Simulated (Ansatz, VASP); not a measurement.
## Ba: VASP beside Ansatz

```
Ba
1.0
    -2.52538    2.52538    2.45000
     2.52538   -2.52538    2.45000
     2.52538    2.52538   -2.45000
Ba
1
Direct
  0.00000 0.00000 0.00000
```

Alike in both runs: task electric field gradients; functional PBE; k mesh 10 × 10 × 10; occupations fermi-dirac, width 0.05 eV; collinear spin.

```csv
,VASP,Ansatz
version,VASP 6.6.1,Ansatz 0.2.0
potentials or method,"VASP PAW PBE potentials, release 64 (Ba_sv), cutoff 520 eV","all-electron PAW with datasets made for the crystal, scalar-relativistic"
```

VASP gave:

- gap on the k mesh at the Fermi level (eV): none
- pressure (GPa): 0.2
- traceless stress, the component that is largest in VASP (GPa): 0.11
- net moment per atom (μB): 0.00

Problem. Which values does Ansatz return?

Solution. gap on the k mesh at the Fermi level (eV): none; pressure (GPa): 0.1; traceless stress, the component that is largest in VASP (GPa): 0.11; net moment per atom (μB): 0.00.

A gap of «none» marks a metal or a gap that the smearing closes. Ansatz ran all-electron here, and VASP with PAW potentials. Ansatz's warnings: seeded moment not kept.

Neither program's run includes spin-orbit coupling.
